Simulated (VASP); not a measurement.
# Ta: relaxation of cell and atoms with r2SCAN

The system is Ta.

```
Ta
1.0
    -1.64417    1.64417    1.64417
     1.64417   -1.64417    1.64417
     1.64417    1.64417   -1.64417
Ta
1
Direct
  0.00000 0.00000 0.00000
```

| Property | Result |
| --- | --- |
| Program | VASP 6.6.1 |
| Task | relaxation of cell and atoms |
| Functional | r2SCAN |
| Potentials or basis | VASP PAW PBE potentials, release 64 (Ta_pv) |
| Cutoff | 550 eV |
| k mesh | 8 × 8 × 8 |
| Occupations | gaussian, width 0.1541 eV |
| Spin | no spin polarisation |
| Dipole correction | no |
| Further INCAR settings | ALGO = Normal; EDIFF = 1e-07; IBRION = 2; EDIFFG = -0.01; NSW = 60; ISIF = 3 |

| Item | Value |
| --- | --- |
| Relaxed volume | 17.90 Å³/atom |
| Relaxed cell | a = 2.854 Å, b = 2.854 Å, c = 2.854 Å, α = 109.47°, β = 109.47°, γ = 109.47° |
| Space group after relaxing (to 0.05 Å) | Im-3m (No. 229) |
| Energy gained by relaxing | 0.6 meV/atom |
| Ionic steps | 3 |
| Pressure after relaxing | 0.0 GPa |

Step by step:
```csv
step,energy change (eV),largest force (eV/Å),pressure (GPa),volume (Å³)
1,0.0000,0.0000,1.46,17.78
2,0.0024,0.0000,-3.18,18.20
3,-0.0006,0.0000,0.00,17.90
```

Final structure:
```
Ta
1.0
    -1.64801    1.64801    1.64801
     1.64801   -1.64801    1.64801
     1.64801    1.64801   -1.64801
Ta
1
Cartesian
  0.0000 0.0000 0.0000
```

Levels at points of the mesh, in eV from the Fermi level:
```csv
k point,band 3,band 4,band 5,band 6,band 7,band 8
"(0.00, 0.00, 0.00)",-34.20,-8.39,0.82,0.82,0.82,4.33
"(0.50, 0.00, 0.00)",-34.21,-4.62,-1.61,1.47,4.21,5.28
"(0.50, 0.50, 0.50)",-35.07,-4.01,-4.01,7.15,7.15,7.15
```

Run time: 31 s on 1 thread of Intel(R) Xeon(R) 6975P-C (Granite Rapids), with other jobs on the host, peak memory 0.15 GiB.

Caveat: the PAW data sets were made with another functional, which shifts forces and pressure a little; spin-orbit coupling is left out, which moves the levels of the heavy elements.
